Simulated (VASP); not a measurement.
H11C2NO4, 18 atoms in the cell. The cell holds an amorphous packing of atoms, 18 atoms: a = 5.915 Å, b = 5.915 Å, c = 5.915 Å, α = 90.00°, β = 90.00°, γ = 90.00°. 

* Program: VASP 6.6.1
* Task: single point
* Functional: PBE
* Dispersion: D3(BJ)
* Potentials or basis: VASP PAW PBE potentials, release 64 (O, H, C, N)
* Cutoff: 520 eV
* k mesh: 1 × 1 × 1
* Occupations: fermi-dirac, width 0.05 eV
* Spin: no spin polarisation
* Dipole correction: no
* Further INCAR settings: LREAL = Auto; ALGO = Normal; EDIFF = 1e-06; NBANDS = 39

Potentials or basis: VASP PAW PBE potentials, release 64 (O, H, C, N).

Run with:

```bash
$ cat potpaw_PBE.64/O/POTCAR potpaw_PBE.64/H/POTCAR potpaw_PBE.64/C/POTCAR potpaw_PBE.64/N/POTCAR > POTCAR
$ mpirun -np 1 vasp_gam > vasp.out
```

Hardware: 1 thread of Intel(R) Xeon(R) 6975P-C (Granite Rapids), on a shared host.

Q: How long does it take, and how much memory?

A: Run time: 14 s on 1 thread of Intel(R) Xeon(R) 6975P-C (Granite Rapids), on a shared host, peak memory 0.32 GiB. Counts: scf iterations 16, k points 1.
